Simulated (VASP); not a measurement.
# CuI (Pm-3m) in VASP: a series of runs, part 2 of 2

VASP 6.6.1.

**5. Single point, r2SCAN (23.81 Å³/atom)**

This run uses another cell than the first one, of 23.81 Å³/atom.

The input, POSCAR:

```
CuI
1.0
    3.6244033622      0.0000000000      0.0000000000
    0.0000000000      3.6244033622      0.0000000000
    0.0000000000      0.0000000000      3.6244033622
Cu I
1 1
Direct
    0.0000000000      0.0000000000      0.0000000000
    0.5000000000      0.5000000000      0.5000000000
```

The input, INCAR.step1:

```
SYSTEM = CuI
PREC = Accurate
ENCUT = 520
ISMEAR = -1
SIGMA = 0.02
LREAL = .FALSE.
LASPH = .TRUE.
NELM = 100
NBANDS = 16
GGA = PE
ALGO = Normal
EDIFF = 1E-4
LWAVE = .TRUE.
LCHARG = .FALSE.
```

The input, INCAR.step2:

```
SYSTEM = CuI
PREC = Accurate
ENCUT = 520
EDIFF = 1E-6
ISMEAR = -1
SIGMA = 0.02
LREAL = .FALSE.
LASPH = .TRUE.
NELM = 100
ALGO = Normal
ISIF = 2
LWAVE = .FALSE.
LCHARG = .TRUE.
METAGGA = R2SCAN
LMIXTAU = .TRUE.
LELF = .TRUE.
LVHAR = .TRUE.
NBANDS = 16
ISTART = 1
```

The input, KPOINTS:

```
Automatic mesh
0
G
  6 6 6
  0 0 0
```

Potentials or basis: VASP PAW PBE potentials, release 64 (Cu, I).

Started as:

```bash
cat potpaw_PBE.64/Cu/POTCAR potpaw_PBE.64/I/POTCAR > POTCAR
cp INCAR.step1 INCAR
mpirun -np 1 vasp_std > vasp.out
cp INCAR.step2 INCAR
mpirun -np 1 vasp_std > vasp.out
```

OUTCAR:

```text
SYSTEM = CuI
   PREC = Accurate
   ENCUT = 520
   EDIFF = 1E-6
   ISMEAR = -1
   LREAL = .FALSE.
   LASPH = .TRUE.
   NELM = 100
   ISIF = 2
   METAGGA = R2SCAN
   ISTART = 1

 ion  position               nearest neighbor table
   1  0.000  0.000  0.000-   2 3.14   2 3.14   2 3.14   2 3.14   2 3.14   2 3.14   2 3.14   2 3.14

   2  0.500  0.500  0.500-   1 3.14   1 3.14   1 3.14   1 3.14   1 3.14   1 3.14   1 3.14   1 3.14

  LATTYP: Found a simple cubic cell.
 ALAT       =     3.6244033622

[... 561 lines left out ...]

------------------------ aborting loop because EDIFF is reached ----------------------------------------

  FORCE on cell =-STRESS in cart. coord.  units (eV):
  Direction    XX          YY          ZZ          XY          YZ          ZX
  --------------------------------------------------------------------------------------
  -------------------------------------------------------------------------------------
  Total        0.3259033      0.3259033      0.3259033     -0.0000000      0.0000000      0.0000000
  in kB       10.9670482     10.9670482     10.9670482     -0.0000000      0.0000000      0.0000000
  external PRESSURE =      10.9670482 kB  Pullay stress =       0.0000000 kB

 VOLUME and BASIS-vectors are now :
 -----------------------------------------------------------------------------
  energy-cutoff  :      520.00
  volume of cell :       47.61
      direct lattice vectors                 reciprocal lattice vectors
     3.624403362  0.000000000  0.000000000     0.275907481  0.000000000  0.000000000
     0.000000000  3.624403362  0.000000000     0.000000000  0.275907481  0.000000000
     0.000000000  0.000000000  3.624403362     0.000000000  0.000000000  0.275907481

 POSITION                                       TOTAL-FORCE (eV/Angst)
 -----------------------------------------------------------------------------------
      0.00000      0.00000      0.00000         0.000000      0.000000      0.000000
      1.81220      1.81220      1.81220         0.000000      0.000000      0.000000
 -----------------------------------------------------------------------------------
    total drift:                               -0.000000      0.000000     -0.000000

  FREE ENERGIE OF THE ION-ELECTRON SYSTEM (eV)
  ---------------------------------------------------
  free  energy   TOTEN  =       -34.2779386118 eV

  energy  without entropy=      -34.2757110508  energy(sigma->0) =      -34.27682483
```

OUTCAR.step1:

```text
SYSTEM = CuI
   PREC = Accurate
   ENCUT = 520
   ISMEAR = -1
   LREAL = .FALSE.
   LASPH = .TRUE.
[... 595 lines left out ...]
      0.00000      0.00000      0.00000         0.000000      0.000000      0.000000
      1.81220      1.81220      1.81220         0.000000      0.000000      0.000000
 -----------------------------------------------------------------------------------
    total drift:                               -0.000000      0.000000     -0.000000

  FREE ENERGIE OF THE ION-ELECTRON SYSTEM (eV)
  ---------------------------------------------------
  free  energy   TOTEN  =        -4.1381860324 eV

  energy  without entropy=       -4.1363249333  energy(sigma->0) =       -4.13725548
```

Wall time 44 s (1 thread of Intel Xeon Platinum 8259CL at 2.50GHz (Skylake/Cascade Lake), shared host); peak memory 0.17 GiB.

What came out:

* Free energy: -34.2779 eV
* Pressure: 1.1 GPa
* Band gap on the k mesh: zero (bands 9 and 10 overlap by 0.19 eV)

Caveat: the PAW data sets were made with another functional, which shifts forces and pressure a little; spin-orbit coupling is left out, which moves the levels of the heavy elements.

**6. Single point, r2SCAN**

This run uses another cell than the first one, of 24.54 Å³/atom.

The input, POSCAR:

```
CuI
1.0
    3.6613896245      0.0000000000      0.0000000000
    0.0000000000      3.6613896245      0.0000000000
    0.0000000000      0.0000000000      3.6613896245
Cu I
1 1
Direct
    0.0000000000      0.0000000000      0.0000000000
    0.5000000000      0.5000000000      0.5000000000
```

The input, INCAR.step1:

```
SYSTEM = CuI
  PREC = Accurate
  ENCUT = 520
  ISMEAR = -1
  SIGMA = 0.02
  LREAL = .False.
  LASPH = .True.
  NELM = 100
  NBANDS = 16
  GGA = PE
  ALGO = Normal
  EDIFF = 1E-4
  LWAVE = .True.
  LCHARG = .False.
```

The input, INCAR.step2:

```
SYSTEM = CuI
  PREC = Accurate
  ENCUT = 520
  EDIFF = 1E-6
  ISMEAR = -1
  SIGMA = 0.02
  LREAL = .False.
  LASPH = .True.
  NELM = 100
  ALGO = Normal
  ISIF = 2
  LWAVE = .False.
  LCHARG = .False.
  METAGGA = R2SCAN
  LMIXTAU = .True.
  NBANDS = 16
  ISTART = 1
```

The input, KPOINTS:

```
regular mesh
0
Gamma
  6 6 6
  0 0 0
```

Potentials or basis: VASP PAW PBE potentials, release 64 (Cu, I).

Started as:

```bash
cat potpaw_PBE.64/Cu/POTCAR potpaw_PBE.64/I/POTCAR > POTCAR
cp INCAR.step1 INCAR
mpirun -np 1 vasp_std > vasp.out
cp INCAR.step2 INCAR
mpirun -np 1 vasp_std > vasp.out
```

Run time: 49 s. Hardware: 1 thread of Intel Xeon Platinum 8259CL at 2.50GHz (Skylake/Cascade Lake), shared host; peak memory 0.17 GiB.

Results (log left out):

* Free energy: -34.2833 eV
* Pressure: 0.0 GPa
* Band gap on the k mesh: zero (bands 9 and 10 overlap by 0.11 eV)

Levels at points of the mesh, in eV from the Fermi level:
```tsv
k point	band 7	band 8	band 9	band 10	band 11	band 12
(0.00, 0.00, 0.00)	-1.56	-1.56	-1.56	0.16	5.93	5.93
(0.50, 0.00, 0.00)	-1.40	0.00	0.00	4.07	4.36	6.75
(0.50, 0.50, 0.00)	-1.57	-1.41	-0.33	-0.11	7.89	7.89
(0.50, 0.50, 0.50)	-0.75	-0.75	-0.75	2.18	2.18	2.18
```

Caveat: the PAW data sets were made with another functional, which shifts forces and pressure a little; spin-orbit coupling is left out, which moves the levels of the heavy elements.

**7. Overview**

```tsv
level	cell	gap on the mesh (eV)	pressure (GPa)
PBE	a = 3.686 Å, 2 atoms	none	-1.1
PBE	a = 3.721 Å, 2 atoms	none	-1.9
r2SCAN	a = 3.587 Å, 2 atoms	none	2.3
r2SCAN	a = 3.624 Å, 2 atoms	none	1.1
r2SCAN	a = 3.661 Å, 2 atoms	none	0.0
```

Alike in all rows: task single point; potentials or basis VASP PAW PBE potentials, release 64 (Cu, I); no spin polarisation; k mesh 6 × 6 × 6; cutoff (eV) 520; smearing fermi-dirac 0.02 eV.

Caveats: spin-orbit coupling is left out, which moves the levels of the heavy elements; the PAW data sets were made with another functional, which shifts forces and pressure a little (at least some runs).

Absolute energies hang on the potentials; compare differences alone.
